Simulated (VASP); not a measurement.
# MgO (Fm-3m) in VASP: further runs

MgO is run at these levels: PBEsol; tasks: single point.

All numbers are computed with VASP 6.6.1; they aren't measurements. Logs are shortened: lines on timing, memory, paths and dates and some standing lists are left out, and cuts for length are marked.

### 1 The cell of the first run

It takes space group Fm-3m (No. 225, cubic). The conventional cell has a = 4.204 Å, b = 4.204 Å, c = 4.204 Å, α = 90.00°, β = 90.00°, γ = 90.00°. Within 2.8 Å of Mg (site symmetry m-3m) lie 6 O at 2.10 Å. O (site symmetry m-3m) has 6 Mg at 2.10 Å within 2.8 Å.

### 2 Single point, PBEsol

File INCAR:

```
PREC = Accurate ; ENCUT = 520
EDIFF = 1E-6 ; ISMEAR = 1
SIGMA = 0.05 ; LREAL = F
LASPH = T ; NELM = 80
ALGO = Normal ; ISIF = 2
LWAVE = F ; LCHARG = F
GGA = PS ; NBANDS = 11
```

File KPOINTS:

```
regular mesh
0
Gamma
  8 8 8
```

File POSCAR:

```
MgO
1.0
    0.0000000000      2.1021674168      2.1021674168
    2.1021674168      0.0000000000      2.1021674168
    2.1021674168      2.1021674168      0.0000000000
Mg O
1 1
Direct
    0.0000000000      0.0000000000      0.0000000000
    0.5000000000      0.5000000000      0.5000000000
```

Potentials or basis: VASP PAW PBE potentials, release 64 (Mg, O).

The run is started by

```sh
$ cat potpaw_PBE.64/Mg/POTCAR potpaw_PBE.64/O/POTCAR > POTCAR
$ mpirun -np 1 vasp_std > vasp.out
```

OUTCAR:

```text
PREC = Accurate
   ENCUT = 520
   EDIFF = 1E-6
   ISMEAR = 1
   LREAL = F
   LASPH = T
   NELM = 80
   ISIF = 2
   GGA = PS

 ion  position               nearest neighbor table
   1  0.000  0.000  0.000-   2 2.10   2 2.10   2 2.10   2 2.10   2 2.10   2 2.10
   2  0.500  0.500  0.500-   1 2.10   1 2.10   1 2.10   1 2.10   1 2.10   1 2.10

  LATTYP: Found a face centered cubic cell.
 ALAT       =     4.2043348336

  Lattice vectors:

 A1 = (   0.0000000000,   2.1021674168,   2.1021674168)
 A2 = (   2.1021674168,   0.0000000000,   2.1021674168)
 A3 = (   2.1021674168,   2.1021674168,   0.0000000000)

Analysis of symmetry for initial positions (statically):
=====================================================================
 Subroutine PRICEL returns:
 Original cell was already a primitive cell.

 Routine SETGRP: Setting up the symmetry group for a
 face centered cubic supercell.

 Subroutine GETGRP returns: Found 48 space group operations
 (whereof 48 operations were pure point group operations)
 out of a pool of 48 trial point group operations.

The static configuration has the point symmetry O_h .

Analysis of symmetry for dynamics (positions and initial velocities):
=====================================================================
 Subroutine PRICEL returns:
 Original cell was already a primitive cell.

 Routine SETGRP: Setting up the symmetry group for a
 face centered cubic supercell.

 Subroutine GETGRP returns: Found 48 space group operations
 (whereof 48 operations were pure point group operations)
 out of a pool of 48 trial point group operations.

The dynamic configuration has the point symmetry O_h .

 Subroutine INISYM returns: Found 48 space group operations
 (whereof 48 operations are pure point group operations),
 and found     1 'primitive' translations

----------------------------------------------------------------------------------------

                                     Primitive cell

  volume of cell :      18.5794

  direct lattice vectors                    reciprocal lattice vectors
     0.000000000  2.102167417  2.102167417    -0.237849753  0.237849753  0.237849753
     2.102167417  0.000000000  2.102167417     0.237849753 -0.237849753  0.237849753
     2.102167417  2.102167417  0.000000000     0.237849753  0.237849753 -0.237849753

  length of vectors
     2.972913671  2.972913671  2.972913671     0.411967856  0.411967856  0.411967856

  position of ions in fractional coordinates (direct lattice)
     0.000000000  0.000000000  0.000000000
     0.500000000  0.500000000  0.500000000

  ion indices of the primitive-cell ions
   primitive index   ion index
                 1           1
                 2           2

----------------------------------------------------------------------------------------

 KPOINTS: regular mesh

Automatic generation of k-mesh.
 Grid dimensions read from file:
 generate k-points for:    8    8    8

 Generating k-lattice:

  Cartesian coordinates                     Fractional coordinates (reciprocal lattice)
    -0.029731219  0.029731219  0.029731219     0.125000000  0.000000000  0.000000000
     0.029731219 -0.029731219  0.029731219     0.000000000  0.125000000  0.000000000
     0.029731219  0.029731219 -0.029731219     0.000000000  0.000000000  0.125000000

  Length of vectors
     0.051495982  0.051495982  0.051495982

  Shift w.r.t. Gamma in fractional coordinates (k-lattice)
     0.000000000  0.000000000  0.000000000

 Subroutine IBZKPT returns following result:
 ===========================================

 Found     29 irreducible k-points:

 Following reciprocal coordinates:
            Coordinates               Weight
  0.000000  0.000000  0.000000      1.000000
  0.125000  0.000000  0.000000      8.000000
  0.250000  0.000000  0.000000      8.000000
  0.375000  0.000000  0.000000      8.000000
  0.500000  0.000000  0.000000      4.000000
  0.125000  0.125000  0.000000      6.000000
[... 16 lines left out ...]
  0.500000  0.250000  0.125000     48.000000
 -0.375000  0.250000  0.125000     24.000000
 [... further k-points ...]
   k-points           NKPTS =     29   k-points in BZ     NKDIM =     29   number of bands    NBANDS=     11
   number of dos      NEDOS =    301   number of ions     NIONS =      2
   total plane-waves  NPLWV =  13824
   dimension x,y,z NGX =    24 NGY =   24 NGZ =   24
   dimension x,y,z NGXF=    48 NGYF=   48 NGZF=   48
   ions per type =               1   1
   NGX,Y,Z   is equivalent  to a cutoff of  13.42, 13.42, 13.42 a.u.
   NGXF,Y,Z  is equivalent  to a cutoff of  26.84, 26.84, 26.84 a.u.
 SYSTEM =  unknown system
   PREC   = accura    normal or accurate (medium, high low for compatibility)
   ISTART =      0    job   : 0-new  1-cont  2-samecut
   ICHARG =      2    charge: 1-file 2-atom 10-const
   ISPIN  =      1    spin polarized calculation?
   LNONCOLLINEAR =      F non collinear calculations
   LSORBIT =      F    spin-orbit coupling
   LASPH  =      T    aspherical Exc in radial PAW
   ENCUT  =  520.0 eV  38.22 Ry    6.18 a.u.   5.53  5.53  5.53*2*pi/ulx,y,z
   NELM   =     80;   NELMIN=  2; NELMDL= -5     # of ELM steps
   EDIFF  = 0.1E-05   stopping-criterion for ELM
   LREAL  =      F    real-space projection
   EDIFFG = 0.1E-04   stopping-criterion for IOM
   NSW    =      0    number of steps for IOM
   IBRION =     -1    ionic relax: 0-MD 1-quasi-New 2-CG
   NFREE  =      0    steps in history (QN), initial steepest desc. (CG)
   ISIF   =      2    stress and relaxation
   ISYM   =      2    0-nonsym 1-usesym 2-fastsym
   POTIM  = 0.5000    time-step for ionic-motion
   TEBEG  =    0.0;   TEEND  =   0.0 temperature during run
   PSTRESS=    0.0 pullay stress
   NELECT =       8.0000    total number of electrons
   NUPDOWN=      -1.0000    fix difference up-down
   EMIN   =  10.00;   EMAX   =-10.00  energy-range for DOS
   EFERMI =   0.00;   METHOD = LEGACY
   ISMEAR =     1;   SIGMA  =   0.05  broadening in eV -4-tet -1-fermi 0-gaus
   EFERMI_NEDOS =   21; number of points for ismear=-14 and -15
   IALGO  =     38    algorithm
   IMIX   =      4    mixing-type and parameters
     AMIX     =   0.40;   BMIX     =  1.00
     AMIX_MAG =   1.60;   BMIX_MAG =  1.00
  volume/ion in A,a.u.               =       9.29        62.69
  Fermi-wavevector in a.u.,A,eV,Ry     =   1.236216  2.336109 20.792816  1.528229
  Thomas-Fermi vector in A             =   2.370833
   LORBIT       =      0    0 simple, 1 ext, 2 COOP (PROOUT), +10 PAW based schemes
   GGA     = PS    functional components
   LHFCALC =     F    Hartree Fock is set to
   AEXX    =    0.0000 exact exchange contribution
   IVDW    =     0    specifies the selected vdW correction
   LEPSILON=     F    determine dielectric tensor
   LRPA    =     F    only Hartree local field effects (RPA)
 non-spin polarized calculation
 Methfessel and Paxton  Order N= 1 SIGMA  =   0.05
  energy-cutoff  :      520.00
  volume of cell :       18.58
 maximum number of plane-waves:       531
 NGX is ok and might be reduce to    24
   NGX = 11   NGY = 11   NGZ = 11

 number of electron       8.0000004 magnetization

 Free energy of the ion-electron system (eV)
  ---------------------------------------------------
  ext. energy  EPLUGINS =         0.00000000
  ---------------------------------------------------
  free energy    TOTEN  =       -12.51218582 eV

  energy without entropy =      -12.51220365  energy(sigma->0) =      -12.51219176

 E-fermi :   3.1508     XC(G=0): -11.3370

 val. band max:        3.1088544864   @ k =   0.0000   0.0000   0.0000
 cond. band min:       7.7964389134   @ k =   0.0000   0.0000   0.0000
 fundamental gap:      4.6875844270
 Fermi energy:         3.1508043454

 k-point     1 :       0.0000    0.0000    0.0000
  band No.  band energies     occupation
      1     -14.1258      2.00000
      2       3.1089      1.99873
      3       3.1089      1.99873
      4       3.1089      1.99873
      5       7.7964      0.00000
      6      18.7711      0.00000
      7      18.7711      0.00000
      8      18.7711      0.00000
      9      22.6283      0.00000
     10      24.5184      0.00000
     11      24.5184      0.00000

 k-point     2 :       0.1250    0.0000    0.0000
  band No.  band energies     occupation
      1     -13.9575      2.00000
      2       2.1364      2.00000
      3       3.0030      2.00024
      4       3.0030      2.00024
      5       8.7166      0.00000
      6      17.0778      0.00000
      7      19.1359      0.00000
      8      19.1359      0.00000
      9      23.5636      0.00000
     10      23.5637      0.00000
     11      24.8465      0.00000

 k-point     3 :       0.2500    0.0000    0.0000
  band No.  band energies     occupation
      1     -13.5199      2.00000
      2       0.4022      2.00000
      3       2.7594      2.00000
      4       2.7594      2.00000
      5      10.1473      0.00000
      6      15.5565      0.00000
      7      19.6546      0.00000
      8      19.6546      0.00000
      9      23.1634      0.00000
     10      23.1634      0.00000
     11      25.0612      0.00000

 k-point     4 :       0.3750    0.0000    0.0000
  band No.  band energies     occupation
      1     -13.0244      2.00000
      2      -1.0337      2.00000
      3       2.5305      2.00000
      4       2.5305      2.00000
      5      10.8134      0.00000
      6      15.4195      0.00000
      7      19.5048      0.00000
      8      19.5048      0.00000
      9      24.2730      0.00000
     10      24.4636      0.00000
     11      24.4636      0.00000
[... 239 lines left out ...]
 k-point    22 :       0.3750    0.2500    0.1250
  band No.  band energies     occupation
      1     -13.2059      2.00000
      2       0.0384      2.00000
      3       1.9293      2.00000
      4       2.4793      2.00000
      5      11.5655      0.00000
      6      14.4392      0.00000
      7      18.1324      0.00000
      8      20.5855      0.00000
      9      21.1167      0.00000
     10      25.4711      0.00000
     11      28.8856      0.00000

 k-point    23 :       0.5000    0.2500    0.1250
  band No.  band energies     occupation
      1     -12.8152      2.00000
      2      -0.6687      2.00000
      3       1.3402      2.00000
      4       2.2217      2.00000
      5      12.5286      0.00000
      6      14.6560      0.00000
      7      16.9787      0.00000
      8      20.1911      0.00000
      9      22.7006      0.00000
     10      25.4376      0.00000
     11      29.0875      0.00000

 k-point    24 :      -0.3750    0.2500    0.1250
  band No.  band energies     occupation
      1     -12.6411      2.00000
      2      -0.9711      2.00000
      3       1.1282      2.00000
      4       2.1001      2.00000
      5      12.6778      0.00000
      6      15.2401      0.00000
      7      16.5465      0.00000
      8      19.9462      0.00000
      9      23.5489      0.00000
     10      25.1085      0.00000
     11      29.2186      0.00000

 [... further k-points ...]

------------------------ aborting loop because EDIFF is reached ----------------------------------------

  FORCE on cell =-STRESS in cart. coord.  units (eV):
  Direction    XX          YY          ZZ          XY          YZ          ZX
  --------------------------------------------------------------------------------------
  -------------------------------------------------------------------------------------
  Total        0.0711477      0.0711477      0.0711477      0.0000000      0.0000000      0.0000000
  in kB        6.1353499      6.1353499      6.1353499      0.0000000      0.0000000      0.0000000
  external PRESSURE =       6.1353499 kB  Pullay stress =       0.0000000 kB

 VOLUME and BASIS-vectors are now :
 -----------------------------------------------------------------------------
  energy-cutoff  :      520.00
  volume of cell :       18.58
      direct lattice vectors                 reciprocal lattice vectors
     0.000000000  2.102167417  2.102167417    -0.237849753  0.237849753  0.237849753
     2.102167417  0.000000000  2.102167417     0.237849753 -0.237849753  0.237849753
     2.102167417  2.102167417  0.000000000     0.237849753  0.237849753 -0.237849753

 POSITION                                       TOTAL-FORCE (eV/Angst)
 -----------------------------------------------------------------------------------
      0.00000      0.00000      0.00000        -0.000000     -0.000000     -0.000000
      2.10217      2.10217      2.10217         0.000000      0.000000      0.000000
 -----------------------------------------------------------------------------------
    total drift:                               -0.000000     -0.000000      0.000000

  FREE ENERGIE OF THE ION-ELECTRON SYSTEM (eV)
  ---------------------------------------------------
  free  energy   TOTEN  =       -12.5121858154 eV

  energy  without entropy=      -12.5122036544  energy(sigma->0) =      -12.51219176
```

It used 8.8 s of CPU time on 1 thread of AMD EPYC 7R13 Processor (Zen 3) (shared host).

Results:

```
Free energy            : -12.5122 eV
Pressure               : 0.6 GPa
Band gap on the k mesh : 4.69 eV, direct
```

Caveat: the PAW data sets were made with another functional, which shifts forces and pressure a little.

(Continued in part 2 of 2.)
